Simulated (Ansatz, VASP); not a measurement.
**Two plane-wave programs on CdGeAs2**

```
Cd As Ge
1.0
     4.07637    0.00000    0.00000
     0.00000    4.07637    0.00000
     0.00000    0.00000    6.11832
Cd As Ge
1 2 1
Direct
  0.00000 0.00000 0.00000
  0.00000 0.50000 0.26723
  0.50000 0.00000 0.73277
  0.50000 0.50000 0.50000
```

Alike in both runs: task single point; functional LDA; k mesh 6 × 6 × 4; occupations fermi-dirac, width 0.02 eV; no spin polarisation.

```csv
,VASP,Ansatz
version,VASP 6.6.1,Ansatz 0.2.0
potentials or method,"VASP PAW LDA potentials, release 64 (Cd, As, Ge_d)","plane waves, PAW"
plane-wave cutoff (eV),500,420
valence electrons in the cell,36,64
```

Ansatz gave:

| Property | Result |
| --- | --- |
| pressure (GPa) | -2.5 |
| rms of the force components (eV/Å) | 0.080 |

Q: What did VASP give for the same quantities?

A: Pressure (GPa): -2.2; rms of the force components (eV/Å): 0.074.

LDA's correlation is that of Perdew and Zunger in VASP and of Perdew and Wang (1992) in Ansatz. VASP's potentials hold 36 valence electrons a cell and Ansatz's 64, so a difference there can come from the potentials and not from the codes.
